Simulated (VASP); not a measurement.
# Rb3Ba (I4/mmm) in VASP: notebook, part 2 of 2

VASP 6.6.1. Earlier steps stand in the parts before.

### 5 Single point, PBE

The input, INCAR:

```
SYSTEM = Rb3Ba
ALGO = Normal
EDIFF = 1E-7
ENCUT = 520
GGA = PE
ISIF = 2
ISMEAR = 1
ISYM = 0
LASPH = .True.
LCHARG = .False.
LREAL = .False.
LWAVE = .False.
NBANDS = 26
NELM = 100
PREC = Accurate
SIGMA = 0.05
```

The input, KPOINTS:

```
k-points
0
Gamma
  3 3 4
  0 0 0
```

The input, POSCAR:

```
Rb3Ba
1.0
   -3.3714590000      3.3714590000      7.3713480000
    3.3714590000     -3.3714590000      7.3713480000
    3.3714590000      3.3714590000     -7.3713480000
Rb Ba
3 1
Direct
    0.7500000000      0.2500000000      0.5000000000
    0.2500000000      0.7500000000      0.5000000000
    0.5000000000      0.5000000000      0.0000000000
    0.0000000000      0.0000000000      0.0000000000
```

Potentials or basis: VASP PAW PBE potentials, release 64 (Rb_sv, Ba_sv).

On the command line:

```
> cat potpaw_PBE.64/Rb_sv/POTCAR potpaw_PBE.64/Ba_sv/POTCAR > POTCAR
> mpirun -np 1 vasp_std > vasp.out
```

OUTCAR:

```text
SYSTEM = Rb3Ba
   EDIFF = 1E-7
   ENCUT = 520
   GGA = PE
   ISIF = 2
   ISMEAR = 1
   ISYM = 0
   LASPH = .True.
   LREAL = .False.
   NELM = 100
   PREC = Accurate

 ion  position               nearest neighbor table
   1  0.750  0.250  0.500-   2 4.77   2 4.77   2 4.77   2 4.77   4 5.00   3 5.00   4 5.00   3 5.00
                             3 5.00   3 5.00   4 5.00   4 5.00
   2  0.250  0.750  0.500-   1 4.77   1 4.77   1 4.77   1 4.77   4 5.00   3 5.00   4 5.00   3 5.00
                             4 5.00   4 5.00   3 5.00   3 5.00
[... 734 lines left out ...]
  -------------------------------------------------------------------------------------
  Total       -0.0131976     -0.0131934     -0.0625495     -0.1946482      0.1433123      0.1433113
  in kB       -0.0630904     -0.0630704     -0.2990141     -0.9305040      0.6850959      0.6850910
  external PRESSURE =      -0.1417250 kB  Pullay stress =       0.0000000 kB

 VOLUME and BASIS-vectors are now :
 -----------------------------------------------------------------------------
  energy-cutoff  :      520.00
  volume of cell :      335.15
      direct lattice vectors                 reciprocal lattice vectors
    -3.371459000  3.371459000  7.371348000     0.000000000  0.148303746  0.067830199
     3.371459000 -3.371459000  7.371348000     0.148303746  0.000000000  0.067830199
     3.371459000  3.371459000 -7.371348000     0.148303746  0.148303746  0.000000000

 POSITION                                       TOTAL-FORCE (eV/Angst)
 -----------------------------------------------------------------------------------
     -0.00000      3.37146      3.68567         0.002652     -0.002654      0.000003
      3.37146     -0.00000      3.68567        -0.002649      0.002651      0.000004
      0.00000      0.00000      7.37135        -0.000002      0.000002     -0.000009
      0.00000      0.00000      0.00000        -0.000001      0.000001      0.000002
 -----------------------------------------------------------------------------------
    total drift:                                0.000002      0.000002     -0.000009

  FREE ENERGIE OF THE ION-ELECTRON SYSTEM (eV)
  ---------------------------------------------------
  free  energy   TOTEN  =        -4.1452103192 eV

  energy  without entropy=       -4.1411887449  energy(sigma->0) =       -4.14386979
```

OSZICAR:

```text
N       E                     dE             d eps       ncg     rms          rms(c)
DAV:   1     0.283051732815E+03    0.28305E+03   -0.13843E+04   988   0.109E+03
DAV:   2     0.266285169304E+02   -0.25642E+03   -0.25255E+03  1388   0.228E+02
DAV:   3    -0.301718939473E+01   -0.29646E+02   -0.29487E+02  1504   0.753E+01
DAV:   4    -0.411107583699E+01   -0.10939E+01   -0.10896E+01  1326   0.145E+01
DAV:   5    -0.415202247153E+01   -0.40947E-01   -0.40928E-01  1538   0.235E+00    0.248E+00
DAV:   6    -0.414046417048E+01    0.11558E-01   -0.51587E-02  1278   0.724E-01    0.157E+00
DAV:   7    -0.414463127154E+01   -0.41671E-02   -0.49276E-02  1276   0.694E-01    0.313E-01
DAV:   8    -0.414514718054E+01   -0.51591E-03   -0.61136E-03  1210   0.273E-01    0.542E-02
DAV:   9    -0.414518981343E+01   -0.42633E-04   -0.59116E-04  1388   0.872E-02    0.228E-02
DAV:  10    -0.414520647856E+01   -0.16665E-04   -0.52017E-05  1230   0.240E-02    0.755E-03
DAV:  11    -0.414521054484E+01   -0.40663E-05   -0.44244E-06  1430   0.944E-03    0.214E-03
DAV:  12    -0.414521041269E+01    0.13214E-06   -0.45387E-07  1124   0.324E-03    0.120E-03
DAV:  13    -0.414521030916E+01    0.10354E-06   -0.46815E-08   664   0.123E-03    0.527E-04
DAV:  14    -0.414521031923E+01   -0.10076E-07   -0.20272E-08   590   0.635E-04
   1 F= -.41452103E+01 E0= -.41438698E+01  d E =-.402157E-02
```

stdout:

```text
POSCAR found type information on POSCAR RbBa
 POSCAR found :  2 types and       4 ions
 scaLAPACK will be used
 LDA part: xc-table for (Slater+PW92), standard interpolation
 -----------------------------------------------------------------------------
|                                                                             |
|           W    W    AA    RRRRR   N    N  II  N    N   GGGG   !!!           |
|           W    W   A  A   R    R  NN   N  II  NN   N  G    G  !!!           |
|           W    W  A    A  R    R  N N  N  II  N N  N  G       !!!           |
|           W WW W  AAAAAA  RRRRR   N  N N  II  N  N N  G  GGG   !            |
|           WW  WW  A    A  R   R   N   NN  II  N   NN  G    G                |
|           W    W  A    A  R    R  N    N  II  N    N   GGGG   !!!           |
|                                                                             |
|     Your reciprocal lattice and k-lattice belong to different lattice       |
|     classes:                                                                |
|                                                                             |
|        The reciprocal lattice is body-centered tetragonal,                  |
|        whereas your k-lattice is base-centered monoclinic.                  |
|                                                                             |
|     Results are often still useful ...                                      |
|                                                                             |
 -----------------------------------------------------------------------------

 POSCAR, INCAR and KPOINTS ok, starting setup
 FFT: planning ... GRIDC
 FFT: planning ... GRID_SOFT
 FFT: planning ... GRID
 WAVECAR not read
 entering main loop
```

It took 7.9 min on 1 thread of Intel Xeon 8259CL, shared host; peak memory 0.76 GiB.

What came out:

```
Free energy   : -4.1452 eV
Pressure      : 0.0 GPa
Largest force : 0.004 eV/Å
```

Forces on the atoms (eV/Å):
```
Rb   0.003 -0.003  0.000
Rb  -0.003  0.003  0.000
Rb   0.000  0.000  0.000
Ba   0.000  0.000  0.000
```

Stress tensor (GPa, compression positive):
```
-0.01 -0.09  0.07
-0.09 -0.01  0.07
 0.07  0.07 -0.03
```

Levels at points of the mesh, in eV from the Fermi level:
```csv
k point,band 15,band 16,band 17,band 18,band 19,band 20,band 21,band 22
"(0.00, 0.00, 0.00)",-12.63,-12.62,-2.21,-0.02,0.25,0.79,0.80,0.86
"(0.00, 0.00, 0.50)",-12.64,-12.62,-0.53,-0.24,-0.21,-0.20,0.60,0.68
```

Caveat: spin-orbit coupling is left out, which moves the levels of the heavy elements.

### 6 The runs side by side

| smearing | gap on the mesh (eV) | pressure (GPa) |
| --- | --- | --- |
| methfessel-paxton 0.3 eV | none | 0.0 |
| methfessel-paxton 0.2 eV | none | 0.0 |
| methfessel-paxton 0.1 eV | none | 0.0 |
| methfessel-paxton 0.05 eV | none | 0.0 |

Alike in all rows: task single point; level PBE; potentials or basis VASP PAW PBE potentials, release 64 (Rb_sv, Ba_sv); no spin polarisation; cell as given; k mesh 3 × 3 × 4; cutoff (eV) 520.

Every run on the cell as given and a fine mesh finds a metal.

Caveats: spin-orbit coupling is left out, which moves the levels of the heavy elements.

Absolute energies hang on the potentials; compare differences alone.
